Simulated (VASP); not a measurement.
# Na3C in VASP: single point with PBEsol

Aim: the single point of Na3C with PBEsol.

All numbers are computed with VASP 6.6.1; they aren't measurements. Logs are shortened: lines on timing, memory, paths and dates and some standing lists are left out, and cuts for length are marked.

## (1) The cell of the first run

The cell holds a slab with vacuum, 4 atoms: a = 3.609 Å, b = 3.609 Å, c = 24.894 Å, α = 90.00°, β = 90.00°, γ = 109.47°.

## (2) Single point, PBEsol

Contents of INCAR:

```
PREC     = Accurate       # precision mode
ENCUT    = 520            # plane-wave cutoff, eV
EDIFF    = 1E-6           # SCF threshold, eV
ISMEAR   = 0              # smearing method
SIGMA    = 0.1            # smearing width, eV
LREAL    = F              # projectors in reciprocal space
LASPH    = T              # aspherical terms in the spheres
NELM     = 120            # most SCF steps
ALGO     = Normal         # electronic algorithm
ISIF     = 2              # what is computed and relaxed
LWAVE    = F              # write WAVECAR
LCHARG   = F              # write CHGCAR
LDIPOL   = T            
IDIPOL   = 3            
DIPOL    = 0.5 0.5 0.504
GGA      = PS             # functional
NBANDS   = 20             # bands
GGA_COMPAT= F            
NELMDL   = -8
```

Contents of KPOINTS:

```
Automatic mesh
0
Gamma
  9 9 1
```

Contents of POSCAR:

```
Na3C
1.0
    3.6090446020      0.0000000000      0.0000000000
   -1.2030148673      3.4026398823      0.0000000000
    0.0000000000      0.0000000000     24.8935451559
Na C
3 1
Direct
    0.5000000000      0.5000000000      0.3414539772
    0.0000000000      0.0000000000      0.4584528721
    0.5000000000      0.5000000000      0.5775327368
    0.5000000000      1.0000000000      0.6400466588
```

Potentials or basis: VASP PAW PBE potentials, release 64 (Na_pv, C).

On the command line:

```bash
cat potpaw_PBE.64/Na_pv/POTCAR potpaw_PBE.64/C/POTCAR > POTCAR
mpirun -np 1 vasp_std > vasp.out
```

OUTCAR:

```text
PREC = Accurate
   ENCUT = 520
   EDIFF = 1E-6
   ISMEAR = 0
   LREAL = F
   LASPH = T
   NELM = 120
   ISIF = 2
   GGA = PS
   NELMDL = -8

 ion  position               nearest neighbor table
   1  0.500  0.500  0.341-
   2  0.000  0.000  0.458-
   3  0.500  0.500  0.578-   4 2.38   4 2.38
   4  0.500  0.000  0.640-   3 2.38   3 2.38

  LATTYP: Found a base centered orthorhombic cell.
 ALAT       =     4.1673657450
 B/A-ratio  =     1.4142135624
 C/A-ratio  =     5.9734486193

  Lattice vectors:

 A1 = (   3.6090446020,   0.0000000000,   0.0000000000)
 A2 = (  -1.2030148673,   3.4026398823,   0.0000000000)
 A3 = (   0.0000000000,   0.0000000000,  24.8935451559)

Analysis of symmetry for initial positions (statically):
=====================================================================
 Subroutine PRICEL returns:
 Original cell was already a primitive cell.

 Routine SETGRP: Setting up the symmetry group for a
 base centered orthorhombic supercell.

 Subroutine GETGRP returns: Found  2 space group operations
 (whereof  2 operations were pure point group operations)
 out of a pool of  8 trial point group operations.

The static configuration has the point symmetry C_2 .

Analysis of symmetry for dynamics (positions and initial velocities):
=====================================================================
 Subroutine PRICEL returns:
 Original cell was already a primitive cell.

 Routine SETGRP: Setting up the symmetry group for a
 base centered orthorhombic supercell.

 Subroutine GETGRP returns: Found  2 space group operations
 (whereof  2 operations were pure point group operations)
 out of a pool of  8 trial point group operations.

The dynamic configuration has the point symmetry C_2 .

 Subroutine INISYM returns: Found  2 space group operations
 (whereof  2 operations are pure point group operations),
 and found     1 'primitive' translations

----------------------------------------------------------------------------------------

                                     Primitive cell

  volume of cell :     305.6997

  direct lattice vectors                    reciprocal lattice vectors
[... 91 lines left out ...]
   EDIFF  = 0.1E-05   stopping-criterion for ELM
   LREAL  =      F    real-space projection
   EDIFFG = 0.1E-04   stopping-criterion for IOM
   NSW    =      0    number of steps for IOM
   IBRION =     -1    ionic relax: 0-MD 1-quasi-New 2-CG
   NFREE  =      0    steps in history (QN), initial steepest desc. (CG)
   ISIF   =      2    stress and relaxation
   ISYM   =      2    0-nonsym 1-usesym 2-fastsym
   POTIM  = 0.5000    time-step for ionic-motion
   TEBEG  =    0.0;   TEEND  =   0.0 temperature during run
   PSTRESS=    0.0 pullay stress
   NELECT =      25.0000    total number of electrons
   NUPDOWN=      -1.0000    fix difference up-down
   EMIN   =  10.00;   EMAX   =-10.00  energy-range for DOS
   EFERMI =   0.00;   METHOD = LEGACY
   ISMEAR =     0;   SIGMA  =   0.10  broadening in eV -4-tet -1-fermi 0-gaus
   EFERMI_NEDOS =   21; number of points for ismear=-14 and -15
   IALGO  =     38    algorithm
   IMIX   =      4    mixing-type and parameters
     AMIX     =   0.40;   BMIX     =  1.00
     AMIX_MAG =   1.60;   BMIX_MAG =  1.00
  volume/ion in A,a.u.               =      76.42       515.74
  Fermi-wavevector in a.u.,A,eV,Ry     =   0.710597  1.342833  6.870230  0.504948
  Thomas-Fermi vector in A             =   1.797486
   LORBIT       =      0    0 simple, 1 ext, 2 COOP (PROOUT), +10 PAW based schemes
   GGA     = PS    functional components
   LHFCALC =     F    Hartree Fock is set to
   AEXX    =    0.0000 exact exchange contribution
   IVDW    =     0    specifies the selected vdW correction
   LEPSILON=     F    determine dielectric tensor
   LRPA    =     F    only Hartree local field effects (RPA)
 non-spin polarized calculation
 Gauss-broadening in eV      SIGMA  =   0.10
  energy-cutoff  :      520.00
  volume of cell :      305.70
 maximum number of plane-waves:      8256
   NGX = 13   NGY = 13   NGZ = 93

 number of electron      25.0000027 magnetization

 dipolmoment           0.000000      0.000000      0.236600 electrons x Angstroem

 Free energy of the ion-electron system (eV)
  ---------------------------------------------------
  ext. energy  EPLUGINS =         0.00000000
  ---------------------------------------------------
  free energy    TOTEN  =        -6.59115368 eV

  energy without entropy =       -6.56661905  energy(sigma->0) =       -6.57888637

 E-fermi :  -2.8511     XC(G=0):  -3.2821

 val. band max:       -2.8748121453   @ k =   0.0000   0.2222   0.0000
 cond. band min:      -2.8486463227   @ k =   0.0000   0.4444   0.0000
 fundamental gap:      0.0261658225
 Fermi energy:        -2.8510846273

 k-point     1 :       0.0000    0.0000    0.0000
  band No.  band energies     occupation
      1     -27.8452      2.00000
      2     -27.8177      2.00000
      3     -27.8153      2.00000
      4     -27.6486      2.00000
      5     -27.6350      2.00000
      6     -27.6271      2.00000
[... 541 lines left out ...]
     19       1.8548      0.00000
     20       2.0805      0.00000

 [... further k-points ...]

------------------------ aborting loop because EDIFF is reached ----------------------------------------

 vacuum level on the upper side and lower side of the slab       (xc-potential included)         1.698        -1.717

  FORCE on cell =-STRESS in cart. coord.  units (eV):
  Direction    XX          YY          ZZ          XY          YZ          ZX
  --------------------------------------------------------------------------------------
  -------------------------------------------------------------------------------------
  Total       -1.9156657     -0.4365207     -0.0077868     -0.5674430      0.0000000      0.0000000
  in kB      -10.0400372     -2.2878126     -0.0408108     -2.9739785      0.0000000      0.0000000
  external PRESSURE =      -4.1228869 kB  Pullay stress =       0.0000000 kB

 VOLUME and BASIS-vectors are now :
 -----------------------------------------------------------------------------
  energy-cutoff  :      520.00
  volume of cell :      305.70
      direct lattice vectors                 reciprocal lattice vectors
     3.609044602  0.000000000  0.000000000     0.277081641  0.097963154  0.000000000
    -1.203014867  3.402639882  0.000000000     0.000000000  0.293889461  0.000000000
     0.000000000  0.000000000 24.893545156     0.000000000  0.000000000  0.040171056

 POSITION                                       TOTAL-FORCE (eV/Angst)
 -----------------------------------------------------------------------------------
      1.20301      1.70132      8.50000         0.000000      0.000000      0.011729
      0.00000      0.00000     11.41252         0.000000      0.000000     -0.010532
      1.20301      1.70132     14.37684         0.000000      0.000000     -0.017961
      1.80452      0.00000     15.93303        -0.000000      0.000000      0.016764
 -----------------------------------------------------------------------------------
    total drift:                                0.000000      0.000000      0.000035

  FREE ENERGIE OF THE ION-ELECTRON SYSTEM (eV)
  ---------------------------------------------------
  free  energy   TOTEN  =        -6.5911536835 eV

  energy  without entropy=       -6.5666190504  energy(sigma->0) =       -6.57888637

 vacuum level on the upper side and lower side of the slab         3.589         0.103
```

OSZICAR:

```text
N       E                     dE             d eps       ncg     rms          rms(c)
DAV:   1     0.151297525983E+03    0.15130E+03   -0.11779E+04  2120   0.939E+02
DAV:   2     0.564079603630E+01   -0.14566E+03   -0.14362E+03  1804   0.266E+02
DAV:   3    -0.867233432606E+01   -0.14313E+02   -0.13828E+02  2256   0.815E+01
[... 22 lines left out ...]
DAV:  26    -0.659114333543E+01   -0.11365E-04   -0.10929E-06  1464   0.294E-03    0.808E-04
DAV:  27    -0.659114818806E+01   -0.48526E-05   -0.88013E-07  1352   0.167E-03    0.120E-03
DAV:  28    -0.659115181096E+01   -0.36229E-05   -0.26646E-07  1276   0.104E-03    0.487E-04
DAV:  29    -0.659115302739E+01   -0.12164E-05   -0.15672E-07  1276   0.693E-04    0.271E-04
DAV:  30    -0.659115368347E+01   -0.65608E-06   -0.17322E-08  1268   0.345E-04
   1 F= -.65911537E+01 E0= -.65788864E+01  d E =-.245346E-01
```

It took 13 min on 1 thread of Intel Xeon 8259CL, shared host; peak memory 0.53 GiB.

What came out:

```yaml
Free_energy: -6.5912 eV
Largest_force: 0.018 eV/Å
Band_gap_on_the_k_mesh: zero (an odd number of electrons rules out a gap without spin polarisation)
```

Forces in eV/Å, atoms in the order of the input:
```
Na   0.000  0.000  0.012
Na   0.000  0.000 -0.011
Na   0.000  0.000 -0.018
C    0.000  0.000  0.017
```

Caveat: the PAW data sets were made with another functional, which shifts forces and pressure a little.
